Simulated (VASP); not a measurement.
# BaF2 (Fm-3m) in VASP: a series of runs, part 3 of 3

VASP 6.6.1. Earlier steps stand in the parts before.

## 6. Phonons, PBEsol, target pressure 1.5 GPa, at which the enthalpy is minimised

Input file POSCAR:

```
BaF2
1.0
    0.0000000000      3.0882183966      3.0882183966
    3.0882183966     -0.0000000000      3.0882183966
    3.0882183966      3.0882183966      0.0000000000
  Ba              F
     1     2
Direct
     0.0000000000000000    0.0000000000000000    1.0000000000000000
     0.2500000000000000    0.2500000000000000    0.2500000000000000
     0.7500000000000000    0.7500000000000000    0.7500000000000000
```

Input file INCAR.step1:

```
PREC = Accurate
ENCUT = 600
EDIFF = 1E-8
ISMEAR = 0
SIGMA = 0.03
LREAL = False
LASPH = True
NELM = 80
ALGO = Fast
ISIF = 3
LWAVE = False
LCHARG = False
GGA = PS
PSTRESS = 15.0
KPAR = 2
IBRION = 2
NSW = 40
EDIFFG = -0.002
```

Input file INCAR.step2:

```
PREC = Accurate
ENCUT = 600
EDIFF = 1E-8
ISMEAR = 0
SIGMA = 0.03
LREAL = False
LASPH = True
NELM = 80
ALGO = Fast
ISIF = 2
LWAVE = False
LCHARG = False
GGA = PS
PSTRESS = 15.0
KPAR = 2
IBRION = 6
NFREE = 2
POTIM = 0.015
NSW = 1
```

Input file KPOINTS:

```
Automatic mesh
0
Gamma
  8 8 8
```

Potentials or basis: VASP PAW PBE potentials, release 64 (Ba_sv, F).

The run is started by

```bash
cat potpaw_PBE.64/Ba_sv/POTCAR potpaw_PBE.64/F/POTCAR > POTCAR
cp INCAR.step1 INCAR
mpirun -np 2 vasp_std > vasp.out
cp CONTCAR POSCAR
cp INCAR.step2 INCAR
mpirun -np 2 vasp_std > vasp.out
```

OUTCAR:

```text
PREC = Accurate
   ENCUT = 600
   EDIFF = 1E-8
   ISMEAR = 0
   LREAL = False
   LASPH = True
   NELM = 80
   ISIF = 2
   GGA = PS
   PSTRESS = 15.0
   IBRION = 6
   NFREE = 2
   POTIM = 0.015
   NSW = 1

 ion  position               nearest neighbor table
   1  0.000  0.000  0.000-   3 2.65   3 2.65   3 2.65   2 2.65   3 2.65   2 2.65   2 2.65   2 2.65

   2  0.250  0.250  0.250-   1 2.65   1 2.65   1 2.65   1 2.65
   3  0.750  0.750  0.750-   1 2.65   1 2.65   1 2.65   1 2.65

  LATTYP: Found a face centered cubic cell.
 ALAT       =     6.1284936228

  Lattice vectors:

 A1 = (   0.0000000000,   3.0642468114,   3.0642468114)
 A2 = (   3.0642468114,   0.0000000000,   3.0642468114)
[... 816 lines left out ...]
  -------------------------------------------------------------------------------------
  Total        0.5468951      0.5468587      0.5468587      0.0000000      0.0533505      0.0000000
  in kB       15.2269654     15.2259529     15.2259529      0.0000000      1.4854162      0.0000000
  external PRESSURE =       0.2262904 kB  Pullay stress =      15.0000000 kB
[... 22 lines left out ...]
  energy  without entropy=      -17.6362161569  energy(sigma->0) =      -17.63621616

  enthalpy is  TOTEN    =       -17.0974728337 eV   P V=        0.5387433232

 INTERNAL STRAIN TENSORS FROM DISPLACED ATOMS
 ============================================

 INTERNAL STRAIN TENSOR FOR ION    1 for displacements in x,y,z  (eV/Angst):
          X           Y           Z          XY          YZ          ZX
  --------------------------------------------------------------------------------
  x     0.00000     0.00000     0.00000     0.00000     0.00000     0.00000
  y     0.00000     0.00000     0.00000     0.00000     0.00000     0.00000
  z     0.00000     0.00000     0.00000     0.00000     0.00000     0.00000

 INTERNAL STRAIN TENSOR FOR ION    3 for displacements in x,y,z  (eV/Angst):
          X           Y           Z          XY          YZ          ZX
  --------------------------------------------------------------------------------
  x    -0.00000     0.00000     0.00000     0.00000     3.55922     0.00000
  y     0.00000    -0.00000     0.00000     0.00000     0.00000     3.55922
  z     0.00000     0.00000    -0.00000     3.55922     0.00000     0.00000

 Eigenvectors and eigenvalues of the dynamical matrix
 ----------------------------------------------------

   1 f  =    7.704999 THz    48.411935 2PiTHz  257.011095 cm-1    31.865300 meV
             X         Y         Z           dx          dy          dz
      0.000000  0.000000  0.000000    -0.000000   -0.000000    0.000000
      1.532123  1.532123  1.532123    -0.610939   -0.356024   -0.000000
      4.596370  4.596370  4.596370     0.610939    0.356024   -0.000000
[... 43 lines left out ...]
   9 f/i=    0.002354 THz     0.014792 2PiTHz    0.078526 cm-1     0.009736 meV
             X         Y         Z           dx          dy          dz
      0.000000  0.000000  0.000000     0.132583    0.045335   -0.873682
      1.532123  1.532123  1.532123     0.049361    0.016878   -0.325272
      4.596370  4.596370  4.596370     0.049361    0.016878   -0.325272

 ELASTIC MODULI CONTR FROM IONIC RELAXATION (kBar)
 Direction    XX          YY          ZZ          XY          YZ          ZX
 --------------------------------------------------------------------------------
 XX          -0.0000      0.0000      0.0000     -0.0000      0.0000     -0.0000
 YY           0.0000     -0.0000     -0.0000     -0.0000     -0.0000      0.0000
 ZZ           0.0000     -0.0000     -0.0000      0.0000     -0.0000     -0.0000
 XY          -0.0000     -0.0000      0.0000   -152.8615      0.0000     -0.0000
 YZ           0.0000     -0.0000     -0.0000     -0.0000   -152.8615      0.0000
 ZX          -0.0000      0.0000     -0.0000     -0.0000      0.0000   -152.8615
 --------------------------------------------------------------------------------
```

OSZICAR.step1:

```text
N       E                     dE             d eps       ncg     rms          rms(c)
DAV:   1     0.168182951619E+03    0.16818E+03   -0.14305E+04   928   0.157E+03
DAV:   2    -0.120436234953E+02   -0.18023E+03   -0.17692E+03  1200   0.306E+02
DAV:   3    -0.190204074428E+02   -0.69768E+01   -0.69689E+01  1264   0.694E+01
[... 46 lines left out ...]
RMM:   7    -0.176390111087E+02   -0.37965E-07   -0.14490E-06  1098   0.718E-03    0.625E-04
RMM:   8    -0.176390111381E+02   -0.29318E-07   -0.26424E-07  1065   0.296E-03    0.216E-04
RMM:   9    -0.176390112214E+02   -0.83363E-07   -0.81367E-08   790   0.131E-03    0.109E-04
RMM:  10    -0.176390112111E+02    0.10275E-07   -0.27089E-08   694   0.689E-04    0.431E-05
RMM:  11    -0.176390112097E+02    0.14820E-08   -0.11638E-08   513   0.406E-04
   3 F= -.17100268E+02 E0= -.17100268E+02  d E =-.653137E-02
```

Run time: 6.9 min. Hardware: 2 MPI ranks of AMD EPYC 7R43 (Zen 3), shared host; peak memory 0.3 GiB.

What came out:

| Item | Value |
| --- | --- |
| Relaxed volume | 19.18 Å³/atom |
| Relaxed cell | a = 4.333 Å, b = 4.333 Å, c = 4.333 Å, α = 60.00°, β = 60.00°, γ = 60.00° |
| Space group after relaxing (to 0.1 Å) | Fm-3m (No. 225) |
| Highest phonon frequency at Γ, LO-TO splitting left out | 257 cm⁻¹ |

Step by step:
| step | energy change (eV) | largest force (eV/Å) | pressure (GPa) | volume (Å³) |
| --- | --- | --- | --- | --- |
| 1 | 0.0000 | 0.0000 | 0.00 | 58.91 |
| 2 | 0.0082 | 0.0000 | 1.74 | 57.35 |
| 3 | 0.0062 | 0.0000 | 1.50 | 57.54 |

Final structure:
```cif
data_structure
_symmetry_space_group_name_H-M 'P 1'
_symmetry_Int_Tables_number 1
_cell_length_a 4.3335
_cell_length_b 4.3335
_cell_length_c 4.3335
_cell_angle_alpha 60.000
_cell_angle_beta 60.000
_cell_angle_gamma 60.000
_cell_volume 57.54
loop_
_atom_site_label
_atom_site_type_symbol
_atom_site_fract_x
_atom_site_fract_y
_atom_site_fract_z
_atom_site_occupancy
Ba1 Ba 0.00000 0.00000 0.00000 1
F1 F 0.25000 0.25000 0.25000 1
F2 F 0.75000 0.75000 0.75000 1
```

Phonon frequencies in cm⁻¹ (negative: imaginary):
| q point | frequencies |
| --- | --- |
| (0.000, 0.000, 0.000) | 0 0 0 198 198 198 257 257 257 |

Caveat: the PAW data sets were made with another functional, which shifts forces and pressure a little; spin-orbit coupling is left out, which moves the levels of the heavy elements.
